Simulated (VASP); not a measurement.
# NiSb (P6_3/mmc) in VASP: single point with PBE

Aim: the single point of NiSb with PBE.

All numbers are computed with VASP 6.6.1; they aren't measurements. Logs are shortened: lines on timing, memory, paths and dates and some standing lists are left out, and cuts for length are marked.

## (1) The cell of the first run

It takes space group P6_3/mmc (No. 194, hexagonal). Conventional cell: a = 3.928 Å, b = 3.928 Å, c = 5.120 Å, α = 90.00°, β = 90.00°, γ = 120.00°. Ni (site symmetry -3m) has 2 Ni at 2.56 Å and 6 Sb at 2.60 Å within 3.4 Å. Within 3.5 Å of Sb (site symmetry -6m2) lie 6 Ni at 2.60 Å and 6 Sb at 3.42 Å.

## (2) Single point, PBE

The input, POSCAR:

```
NiSb
1.0
    3.9280000000      0.0000000000      0.0000000000
   -1.9640000000      3.4017477861      0.0000000000
    0.0000000000      0.0000000000      5.1200000000
Ni Sb
2 2
Direct
    0.0000000000      0.0000000000      0.0000000000
    0.0000000000      0.0000000000      0.5000000000
    0.3333333333      0.6666666667      0.2500000000
    0.6666666667      0.3333333333      0.7500000000
```

The input, INCAR.step1:

```
SYSTEM = NiSb
ALGO = Normal ; EDIFF = 1E-6
ENCUT = 520 ; GGA = PE
ISIF = 2 ; ISMEAR = -1
LASPH = .TRUE. ; LCHARG = .TRUE.
LMAXMIX = 4 ; LREAL = .FALSE.
LWAVE = .FALSE. ; NBANDS = 23
NELM = 60 ; PREC = Accurate
SIGMA = 0.05
```

The input, KPOINTS.step1:

```
k-points
0
G
  10 10 7
  0 0 0
```

The input, INCAR.step2:

```
SYSTEM = NiSb
ALGO = Normal ; EDIFF = 1E-6
ENCUT = 520 ; GGA = PE
ICHARG = 11 ; ISIF = 2
ISMEAR = -5 ; LASPH = .TRUE.
LCHARG = .FALSE. ; LMAXMIX = 4
LORBIT = 10 ; LREAL = .FALSE.
LWAVE = .FALSE. ; NBANDS = 23
NEDOS = 2001 ; NELM = 60
PREC = Accurate ; SIGMA = 0.05
```

The input, KPOINTS.step2:

```
k-points
0
G
  15 15 11
  0 0 0
```

Potentials or basis: VASP PAW PBE potentials, release 64 (Ni, Sb).

Command:

```bash
> cat potpaw_PBE.64/Ni/POTCAR potpaw_PBE.64/Sb/POTCAR > POTCAR
> cp INCAR.step1 INCAR
> cp KPOINTS.step1 KPOINTS
> mpirun -np 1 vasp_std > vasp.out
> cp INCAR.step2 INCAR
> cp KPOINTS.step2 KPOINTS
> mpirun -np 1 vasp_std > vasp.out
```

OUTCAR:

```text
SYSTEM = NiSb
   EDIFF = 1E-6
   ENCUT = 520
   GGA = PE
   ICHARG = 11
   ISIF = 2
   ISMEAR = -5
   LASPH = .TRUE.
   LORBIT = 10
   LREAL = .FALSE.
   NELM = 60
   PREC = Accurate

 ion  position               nearest neighbor table
   1  0.000  0.000  0.000-   2 2.56   2 2.56   4 2.60   3 2.60   4 2.60   3 2.60   4 2.60   3 2.60

   2  0.000  0.000  0.500-   1 2.56   1 2.56   4 2.60   3 2.60   4 2.60   3 2.60   4 2.60   3 2.60

   3  0.333  0.667  0.250-   1 2.60   2 2.60   1 2.60   2 2.60   1 2.60   2 2.60   4 3.42   4 3.42
                             4 3.42   4 3.42   4 3.42   4 3.42
   4  0.667  0.333  0.750-   1 2.60   2 2.60   1 2.60   2 2.60   1 2.60   2 2.60   3 3.42   3 3.42
                             3 3.42   3 3.42   3 3.42   3 3.42

  LATTYP: Found a hexagonal cell.
 ALAT       =     3.9280000000
 C/A-ratio  =     1.3034623218

  Lattice vectors:

 A1 = (   3.9280000000,   0.0000000000,   0.0000000000)
 A2 = (  -1.9640000000,   3.4017477861,   0.0000000000)
 A3 = (   0.0000000000,   0.0000000000,   5.1200000000)

Analysis of symmetry for initial positions (statically):
=====================================================================
 Subroutine PRICEL returns:
 Original cell was already a primitive cell.

 Routine SETGRP: Setting up the symmetry group for a
 hexagonal supercell.

 Subroutine GETGRP returns: Found 24 space group operations
 (whereof 12 operations were pure point group operations)
 out of a pool of 24 trial point group operations.

The static configuration has the point symmetry D_3d.
 The point group associated with its full space group is D_6h.

Analysis of symmetry for dynamics (positions and initial velocities):
=====================================================================
 Subroutine PRICEL returns:
 Original cell was already a primitive cell.

 Routine SETGRP: Setting up the symmetry group for a
 hexagonal supercell.

 Subroutine GETGRP returns: Found 24 space group operations
 (whereof 12 operations were pure point group operations)
 out of a pool of 24 trial point group operations.

The dynamic configuration has the point symmetry D_3d.
 The point group associated with its full space group is D_6h.

 Subroutine INISYM returns: Found 24 space group operations
 (whereof 12 operations are pure point group operations),
 and found     1 'primitive' translations

----------------------------------------------------------------------------------------

                                     Primitive cell
[... 107 lines left out ...]
   PSTRESS=    0.0 pullay stress
   NELECT =      30.0000    total number of electrons
   NUPDOWN=      -1.0000    fix difference up-down
   EMIN   =  10.00;   EMAX   =-10.00  energy-range for DOS
   EFERMI =   0.00;   METHOD = LEGACY
   ISMEAR =    -5;   SIGMA  =   0.05  broadening in eV -4-tet -1-fermi 0-gaus
   EFERMI_NEDOS =   21; number of points for ismear=-14 and -15
   IALGO  =     38    algorithm
   IMIX   =      4    mixing-type and parameters
     AMIX     =   0.40;   BMIX     =  1.00
     AMIX_MAG =   1.60;   BMIX_MAG =  1.00
  volume/ion in A,a.u.               =      17.10       115.42
  Fermi-wavevector in a.u.,A,eV,Ry     =   1.243753  2.350352 21.047138  1.546921
  Thomas-Fermi vector in A             =   2.378050
   LORBIT       =     10    0 simple, 1 ext, 2 COOP (PROOUT), +10 PAW based schemes
   GGA     = PE    functional components
   LHFCALC =     F    Hartree Fock is set to
   AEXX    =    0.0000 exact exchange contribution
   IVDW    =     0    specifies the selected vdW correction
   LEPSILON=     F    determine dielectric tensor
   LRPA    =     F    only Hartree local field effects (RPA)
 non-spin polarized calculation
 Fermi weights with tetrahedron method with Bloechl corrections
  energy-cutoff  :      520.00
  volume of cell :       68.41
 maximum number of plane-waves:      1867
 NGX is ok and might be reduce to    30

 number of electron      30.0000034 magnetization

 Free energy of the ion-electron system (eV)
  ---------------------------------------------------
  ext. energy  EPLUGINS =         0.00000000
  ---------------------------------------------------
  free energy    TOTEN  =       -20.28418567 eV

  energy without entropy =      -20.28418567  energy(sigma->0) =      -20.28418567

 E-fermi :  10.0698     XC(G=0): -11.5315

 val. band max:       10.1222730024   @ k =   0.4000   0.0000   0.4545
 cond. band min:      10.0796985340   @ k =   0.1333   0.0000   0.0909
 fundamental gap:     -0.0425744684
 Fermi energy:        10.0697629412

 k-point     1 :       0.0000    0.0000    0.0000
  band No.  band energies     occupation
      1      -2.9315      2.00000
      2       1.6367      2.00000
      3       3.8013      2.00000
      4       6.1237      2.00000
      5       6.1237      2.00000
      6       6.8887      2.00000
[... 613 lines left out ...]
     22      19.0277      0.00000
     23      19.4026      0.00000

 [... further k-points ...]

------------------------ aborting loop because EDIFF is reached ----------------------------------------

  FORCE on cell =-STRESS in cart. coord.  units (eV):
  Direction    XX          YY          ZZ          XY          YZ          ZX
  --------------------------------------------------------------------------------------
  -------------------------------------------------------------------------------------
  Total        2.1159921      2.1159921      1.9575633     -0.0000000      0.0000000      0.0000000
  in kB       49.5542691     49.5542691     45.8440352     -0.0000000      0.0000000      0.0000000
  external PRESSURE =      48.3175245 kB  Pullay stress =       0.0000000 kB

 VOLUME and BASIS-vectors are now :
 -----------------------------------------------------------------------------
  energy-cutoff  :      520.00
  volume of cell :       68.41
      direct lattice vectors                 reciprocal lattice vectors
     3.928000000  0.000000000  0.000000000     0.254582485  0.146983266  0.000000000
    -1.964000000  3.401747786  0.000000000     0.000000000  0.293966532  0.000000000
     0.000000000  0.000000000  5.120000000     0.000000000  0.000000000  0.195312500

 POSITION                                       TOTAL-FORCE (eV/Angst)
 -----------------------------------------------------------------------------------
      0.00000      0.00000      0.00000         0.000000      0.000000      0.000000
      0.00000      0.00000      2.56000         0.000000      0.000000      0.000000
     -0.00000      2.26783      1.28000         0.000000     -0.000000     -0.000000
      1.96400      1.13392      3.84000        -0.000000     -0.000000      0.000000
 -----------------------------------------------------------------------------------
    total drift:                                0.000000     -0.000000      0.000000

  FREE ENERGIE OF THE ION-ELECTRON SYSTEM (eV)
  ---------------------------------------------------
  free  energy   TOTEN  =       -20.2841856702 eV

  energy  without entropy=      -20.2841856702  energy(sigma->0) =      -20.28418567

 total charge

# of ion       s       p       d       tot
------------------------------------------
    1        0.450   0.486   8.470   9.406
    2        0.450   0.486   8.470   9.406
    3        1.130   1.222   0.076   2.429
    4        1.130   1.222   0.076   2.429
--------------------------------------------------
tot          3.162   3.417  17.091  23.670
```

OUTCAR.step1:

```text
SYSTEM = NiSb
   EDIFF = 1E-6
   ENCUT = 520
   GGA = PE
   ISIF = 2
   ISMEAR = -1
   LASPH = .TRUE.
[... 859 lines left out ...]
      0.00000      0.00000      2.56000         0.000000     -0.000000     -0.000000
     -0.00000      2.26783      1.28000        -0.000000      0.000000      0.000000
      1.96400      1.13392      3.84000        -0.000000     -0.000000      0.000000
 -----------------------------------------------------------------------------------
    total drift:                                0.000000      0.000000     -0.000000

  FREE ENERGIE OF THE ION-ELECTRON SYSTEM (eV)
  ---------------------------------------------------
  free  energy   TOTEN  =       -20.2918415813 eV

  energy  without entropy=      -20.2730342191  energy(sigma->0) =      -20.28243790
```

OSZICAR.step1:

```text
N       E                     dE             d eps       ncg     rms          rms(c)
DAV:   1     0.171610808571E+03    0.17161E+03   -0.12367E+04  2576   0.135E+03
DAV:   2    -0.126256590493E+02   -0.18424E+03   -0.17510E+03  2688   0.281E+02
DAV:   3    -0.215267841556E+02   -0.89011E+01   -0.86673E+01  3234   0.767E+01
DAV:   4    -0.217110017036E+02   -0.18422E+00   -0.18407E+00  2869   0.104E+01
DAV:   5    -0.217172694526E+02   -0.62677E-02   -0.62675E-02  3576   0.198E+00    0.133E+01
DAV:   6    -0.242307880386E+02   -0.25135E+01   -0.25077E+01  2912   0.889E+01    0.172E+01
DAV:   7    -0.203215507468E+02    0.39092E+01   -0.99351E+00  3024   0.627E+01    0.336E+00
DAV:   8    -0.203401910496E+02   -0.18640E-01   -0.84491E-01  3652   0.811E+00    0.244E+00
DAV:   9    -0.202917218285E+02    0.48469E-01   -0.16961E-01  2989   0.680E+00    0.430E-01
DAV:  10    -0.202920291672E+02   -0.30734E-03   -0.52688E-03  3020   0.700E-01    0.324E-01
DAV:  11    -0.202918593602E+02    0.16981E-03   -0.62393E-04  2868   0.179E-01    0.713E-02
DAV:  12    -0.202918474464E+02    0.11914E-04   -0.16465E-04  3825   0.185E-01    0.402E-02
DAV:  13    -0.202918437563E+02    0.36901E-05   -0.17592E-05  3010   0.365E-02    0.137E-02
DAV:  14    -0.202918422336E+02    0.15227E-05   -0.28401E-06  2936   0.121E-02    0.334E-03
DAV:  15    -0.202918415813E+02    0.65228E-06   -0.42716E-07  1610   0.585E-03
   1 F= -.20291842E+02 E0= -.20282438E+02  d E =-.188074E-01
```

Run time: 1.8 min. Hardware: 1 thread of Intel Xeon 6975P-C (Granite Rapids), shared host; peak memory 0.35 GiB.

What came out:

| Quantity | Value |
| --- | --- |
| Valence electrons inside the program's atomic spheres | Ni 9.41; Sb 2.43 |

Levels at points of the mesh, in eV from the Fermi level:
```tsv
k point	band 11	band 12	band 13	band 14	band 15	band 16	band 17	band 18	band 19	band 20
(0.00, 0.00, 0.00)	-1.35	-1.35	-0.04	0.59	0.59	2.48	2.48	3.14	4.05	5.34
```

Caveat: spin-orbit coupling is left out, which moves the levels of the heavy elements; tetrahedron occupations give inexact forces and stress in metals.
